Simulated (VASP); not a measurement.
# CsBr (Pm-3m) in VASP: notebook

Runs on CsBr. Level: PBEsol. Tasks: vibrations by perturbation theory.

Program: VASP 6.6.1. These are calculated values, not measurements. Logs are shortened: lines on timing, memory, paths and dates and some standing lists are left out, and cuts for length are marked.

**1. The cell of the first run**

It takes space group Pm-3m (No. 221, cubic). The conventional cell has a = 4.240 Å, b = 4.240 Å, c = 4.240 Å, α = 90.00°, β = 90.00°, γ = 90.00°. Cs (site symmetry m-3m) has 8 Br at 3.67 Å and 6 Cs at 4.24 Å within 4.8 Å. Within 4.8 Å of Br (site symmetry m-3m) lie 8 Cs at 3.67 Å and 6 Br at 4.24 Å.

**2. Vibrations by perturbation theory, PBEsol**

Contents of INCAR:

```
PREC = Accurate
ENCUT = 500
EDIFF = 1E-8
ISMEAR = 0
SIGMA = 0.01
LREAL = F
LASPH = T
NELM = 120
ALGO = Normal
ISIF = 2
LWAVE = F
LCHARG = F
GGA = PS
NBANDS = 15
IBRION = 8
NSW = 1
GGA_COMPAT = F
```

Contents of KPOINTS:

```
regular mesh
0
Gamma
  6 6 6
```

Contents of POSCAR:

```
CsBr
1.0
    4.2401722903      0.0000000000      0.0000000000
    0.0000000000      4.2401722903      0.0000000000
    0.0000000000      0.0000000000      4.2401722903
Cs Br
1 1
Direct
    0.0000000000      0.0000000000      0.0000000000
    0.5000000000      0.5000000000      0.5000000000
```

Potentials or basis: VASP PAW PBE potentials, release 64 (Cs_sv, Br).

Command:

```bash
> cat potpaw_PBE.64/Cs_sv/POTCAR potpaw_PBE.64/Br/POTCAR > POTCAR
> mpirun -np 1 vasp_std > vasp.out
```

OUTCAR:

```text
PREC = Accurate
   ENCUT = 500
   EDIFF = 1E-8
   ISMEAR = 0
   LREAL = F
   LASPH = T
   NELM = 120
   ISIF = 2
   GGA = PS
   IBRION = 8
   NSW = 1

 ion  position               nearest neighbor table
   1  0.000  0.000  0.000-
   2  0.500  0.500  0.500-

  LATTYP: Found a simple cubic cell.
 ALAT       =     4.2401722903

  Lattice vectors:

 A1 = (   4.2401722903,   0.0000000000,   0.0000000000)
 A2 = (   0.0000000000,   4.2401722903,   0.0000000000)
 A3 = (   0.0000000000,   0.0000000000,   4.2401722903)

Analysis of symmetry for initial positions (statically):
=====================================================================
 Subroutine PRICEL returns:
 Original cell was already a primitive cell.

 Routine SETGRP: Setting up the symmetry group for a
 simple cubic supercell.

 Subroutine GETGRP returns: Found 48 space group operations
 (whereof 48 operations were pure point group operations)
 out of a pool of 48 trial point group operations.

The static configuration has the point symmetry O_h .

Analysis of symmetry for dynamics (positions and initial velocities):
=====================================================================
 Subroutine PRICEL returns:
 Original cell was already a primitive cell.

 Routine SETGRP: Setting up the symmetry group for a
 simple cubic supercell.

 Subroutine GETGRP returns: Found 48 space group operations
 (whereof 48 operations were pure point group operations)
 out of a pool of 48 trial point group operations.

The dynamic configuration has the point symmetry O_h .

 Subroutine INISYM returns: Found 48 space group operations
 (whereof 48 operations are pure point group operations),
 and found     1 'primitive' translations

----------------------------------------------------------------------------------------

                                     Primitive cell

  volume of cell :      76.2343

  direct lattice vectors                    reciprocal lattice vectors
     4.240172290  0.000000000  0.000000000     0.235839473  0.000000000  0.000000000
     0.000000000  4.240172290  0.000000000     0.000000000  0.235839473  0.000000000
     0.000000000  0.000000000  4.240172290     0.000000000  0.000000000  0.235839473

  length of vectors
     4.240172290  4.240172290  4.240172290     0.235839473  0.235839473  0.235839473

  position of ions in fractional coordinates (direct lattice)
     0.000000000  0.000000000  0.000000000
     0.500000000  0.500000000  0.500000000

  ion indices of the primitive-cell ions
   primitive index   ion index
                 1           1
                 2           2

----------------------------------------------------------------------------------------

 KPOINTS: regular mesh

Automatic generation of k-mesh.
 Grid dimensions read from file:
 generate k-points for:    6    6    6

 Generating k-lattice:

  Cartesian coordinates                     Fractional coordinates (reciprocal lattice)
     0.039306579  0.000000000  0.000000000     0.166666667  0.000000000  0.000000000
     0.000000000  0.039306579  0.000000000     0.000000000  0.166666667  0.000000000
     0.000000000  0.000000000  0.039306579     0.000000000  0.000000000  0.166666667

  Length of vectors
     0.039306579  0.039306579  0.039306579

  Shift w.r.t. Gamma in fractional coordinates (k-lattice)
     0.000000000  0.000000000  0.000000000

 Subroutine IBZKPT returns following result:
 ===========================================

[... 74 lines left out ...]
 Gauss-broadening in eV      SIGMA  =   0.01
  energy-cutoff  :      500.00
  volume of cell :       76.23
 maximum number of plane-waves:      1956
 NGX is ok and might be reduce to    32
   NGX = 15   NGY = 15   NGZ = 15

--------------------------------------- Ionic step        1  -------------------------------------------

 number of electron      15.9999996 magnetization

 Free energy of the ion-electron system (eV)
  ---------------------------------------------------
  ext. energy  EPLUGINS =         0.00000000
  ---------------------------------------------------
  free energy    TOTEN  =        -6.34710934 eV

  energy without entropy =       -6.34710934  energy(sigma->0) =       -6.34710934

 E-fermi :  -0.1563     XC(G=0):  -8.4254

 val. band max:       -0.2397591453   @ k =   0.0000   0.0000   0.0000
 cond. band min:       4.2027449190   @ k =   0.0000   0.0000   0.0000
 fundamental gap:      4.4425040642
 Fermi energy:        -0.1563068154

 k-point     1 :       0.0000    0.0000    0.0000
  band No.  band energies     occupation
      1     -19.9579      2.00000
      2     -12.6735      2.00000
      3      -6.5192      2.00000
      4      -6.5192      2.00000
      5      -6.5192      2.00000
      6      -0.2398      2.00000
      7      -0.2398      2.00000
      8      -0.2398      2.00000
      9       4.2027      0.00000
     10       4.5113      0.00000
     11       4.5113      0.00000
     12       8.9574      0.00000
     13       8.9574      0.00000
     14       8.9574      0.00000
[... 331 lines left out ...]
      4      -6.9670      2.00000
      5      -6.9670      2.00000
      6      -1.5427      2.00000
      7      -1.5427      2.00000
      8      -1.5427      2.00000
      9       8.1721      0.00000
     10       8.1721      0.00000
     11       8.1721      0.00000
     12       8.9521      0.00000
     13       8.9521      0.00000
     14       8.9521      0.00000
     15      11.3755      0.00000

------------------------ aborting loop because EDIFF is reached ----------------------------------------

  FORCE on cell =-STRESS in cart. coord.  units (eV):
  Direction    XX          YY          ZZ          XY          YZ          ZX
  --------------------------------------------------------------------------------------
  -------------------------------------------------------------------------------------
  Total        0.0398063      0.0398063      0.0398063      0.0000000      0.0000000     -0.0000000
  in kB        0.8365879      0.8365879      0.8365879      0.0000000      0.0000000     -0.0000000
  external PRESSURE =       0.8365879 kB  Pullay stress =       0.0000000 kB

 VOLUME and BASIS-vectors are now :
 -----------------------------------------------------------------------------
  energy-cutoff  :      500.00
  volume of cell :       76.23
      direct lattice vectors                 reciprocal lattice vectors
     4.240172290  0.000000000  0.000000000     0.235839473  0.000000000  0.000000000
     0.000000000  4.240172290  0.000000000     0.000000000  0.235839473  0.000000000
     0.000000000  0.000000000  4.240172290     0.000000000  0.000000000  0.235839473

 POSITION                                       TOTAL-FORCE (eV/Angst)
 -----------------------------------------------------------------------------------
      0.00000      0.00000      0.00000         0.000000      0.000000      0.000000
      2.12009      2.12009      2.12009         0.000000      0.000000      0.000000
 -----------------------------------------------------------------------------------
    total drift:                                0.000000      0.000000     -0.000000

  FREE ENERGIE OF THE ION-ELECTRON SYSTEM (eV)
  ---------------------------------------------------
  free  energy   TOTEN  =        -6.3471093449 eV

  energy  without entropy=       -6.3471093449  energy(sigma->0) =       -6.34710934

[... ionic steps 2 to 3 ...]

--------------------------------------- Ionic step        4  -------------------------------------------

------------------------ aborting loop because EDIFF is reached ----------------------------------------

[... ionic steps 5 to 6 ...]

--------------------------------------- Ionic step        7  -------------------------------------------

 Free energy of the ion-electron system (eV)
  ---------------------------------------------------
  ---------------------------------------------------
  free energy    TOTEN  =        -0.14538103 eV

  energy without entropy =       -0.14538103

------------------------ aborting loop because EDIFF is reached ----------------------------------------

 INTERNAL STRAIN TENSOR  FOR ION    2  DIRECTION 1   (eV/Angst):
 -----------------------------------------------------------------------------
     0.01450  0.00000 -0.00000
     0.00000  0.00168 -0.00000
    -0.00000 -0.00000  0.00168

 INTERNAL STRAIN TENSOR FOR ION    2 for displacements in x,y,z  (eV/Angst):
          X           Y           Z          XY          YZ          ZX
  --------------------------------------------------------------------------------
  x     0.00000     0.00000     0.00000     0.00000     0.00000     0.00000
  y     0.00000     0.00000     0.00000     0.00000     0.00000     0.00000
  z     0.00000     0.00000     0.00000     0.00000     0.00000     0.00000

 SECOND DERIVATIVES (NOT SYMMETRIZED)
 ------------------------------------
               1X          1Y          1Z          2X          2Y          2Z
  1X    -0.891057   -0.000000   -0.000000    0.891057    0.000000    0.000000
  1Y    -0.000000   -0.891057    0.000000    0.000000    0.891057   -0.000000
  1Z    -0.000000   -0.000000   -0.891057    0.000000    0.000000    0.891057
  2X     0.898467    0.000000    0.000000   -0.898467   -0.000000   -0.000000
  2Y     0.000000    0.898467    0.000000    0.000000   -0.898467   -0.000000
  2Z    -0.000000   -0.000000    0.898467    0.000000    0.000000   -0.898467

 Eigenvectors and eigenvalues of the dynamical matrix
 ----------------------------------------------------

   1 f  =    2.094461 THz    13.159886 2PiTHz   69.863698 cm-1     8.661991 meV
             X         Y         Z           dx          dy          dz
      0.000000  0.000000  0.000000    -0.540571    0.285177   -0.000000
      2.120086  2.120086  2.120086     0.700049   -0.369309   -0.000000
[... 21 lines left out ...]
   6 f/i=    0.004195 THz     0.026358 2PiTHz    0.139930 cm-1     0.017349 meV
             X         Y         Z           dx          dy          dz
      0.000000  0.000000  0.000000    -0.600500    0.448419    0.254514
      2.120086  2.120086  2.120086    -0.463700    0.346265    0.196534

--------------------------------------------------------------------------------------------------------

 ELASTIC MODULI CONTR FROM IONIC RELAXATION (kBar)
 Direction    XX          YY          ZZ          XY          YZ          ZX
 --------------------------------------------------------------------------------
 XX           0.0000      0.0000      0.0000      0.0000      0.0000      0.0000
 YY           0.0000      0.0000      0.0000      0.0000      0.0000      0.0000
 ZZ           0.0000      0.0000      0.0000      0.0000      0.0000      0.0000
 XY           0.0000      0.0000      0.0000      0.0000      0.0000      0.0000
 YZ           0.0000      0.0000      0.0000      0.0000      0.0000      0.0000
 ZX           0.0000      0.0000      0.0000      0.0000      0.0000      0.0000
 --------------------------------------------------------------------------------
```

It took 2.8 min on 1 thread of Intel Xeon 8259CL, shared host; peak memory 0.27 GiB.

Results:

* Highest phonon frequency at Γ, LO-TO splitting left out: 70 cm⁻¹

Phonon frequencies in cm⁻¹ (negative: imaginary):
| q point | frequencies |
| --- | --- |
| (0.000, 0.000, 0.000) | 0 0 0 70 70 70 |

Caveat: the PAW data sets were made with another functional, which shifts forces and pressure a little; spin-orbit coupling is left out, which moves the levels of the heavy elements.

[end of part 1 of 2]
